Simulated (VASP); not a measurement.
**EuO: single point with PBE**

Crystal: EuO.

```xyz
2
Lattice="0.0000 2.5306 2.5306 2.5306 0.0000 2.5306 2.5306 2.5306 0.0000" Properties=species:S:1:pos:R:3 pbc="T T T"
Eu    2.5306    2.5306    2.5306
O     0.0000    0.0000    0.0000
```

| Item | Value |
| --- | --- |
| Program | VASP 6.6.1 |
| Task | single point |
| Functional | PBE |
| Potentials or basis | VASP PAW PBE potentials, release 64 (Eu, O) |
| Cutoff | 520 eV |
| k mesh | 14 × 14 × 14 |
| Occupations | gaussian, width 0.1 eV |
| Spin | collinear spin, ferromagnetic start |
| Starting moments | [7.28, 0.0] μB |

- Pressure: -0.2 GPa
- Net moment: 6.94 μB per cell
- Site moments: Eu +6.57; O -0.10 μB
- Valence electrons inside the program's atomic spheres: Eu 14.83; O 4.96

Levels at points of the mesh, in eV from the Fermi level:
Spin up:
```csv
k point,band 11,band 12,band 13,band 14,band 15,band 16,band 17,band 18,band 19,band 20
"(0.00, 0.00, 0.00)",-0.27,-0.27,-0.20,0.07,0.07,0.07,1.60,1.60,1.60,3.94
"(0.50, 0.00, 0.00)",-0.53,-0.31,-0.31,-0.29,-0.26,2.31,4.50,4.50,5.02,7.97
"(0.50, 0.50, 0.00)",-0.43,-0.40,-0.40,-0.32,-0.05,-0.05,3.64,5.91,6.85,6.85
```
Spin down:
```csv
k point,band 4,band 5,band 6,band 7,band 8,band 9,band 10,band 11,band 12,band 13
"(0.00, 0.00, 0.00)",-17.57,-17.57,-3.93,-3.93,-3.93,0.90,2.71,2.71,2.71,3.60
"(0.50, 0.00, 0.00)",-17.67,-16.31,-5.99,-5.07,-5.07,3.14,3.65,4.09,4.09,4.49
"(0.50, 0.50, 0.00)",-18.05,-18.05,-3.86,-3.83,-3.83,-0.39,4.13,4.21,4.34,4.34
```

It took 91 s on 1 thread of Intel(R) Xeon(R) 6975P-C (Granite Rapids), on a shared host, peak memory 0.27 GiB.

Caveat: spin-orbit coupling is left out, which moves the levels of the heavy elements; a cell with one magnetic atom can't hold antiferromagnetic order, which such compounds often take; semilocal functionals describe open f shells poorly, which spoils levels, moments and volumes. The state reached can hang on the start; a lower one may exist.
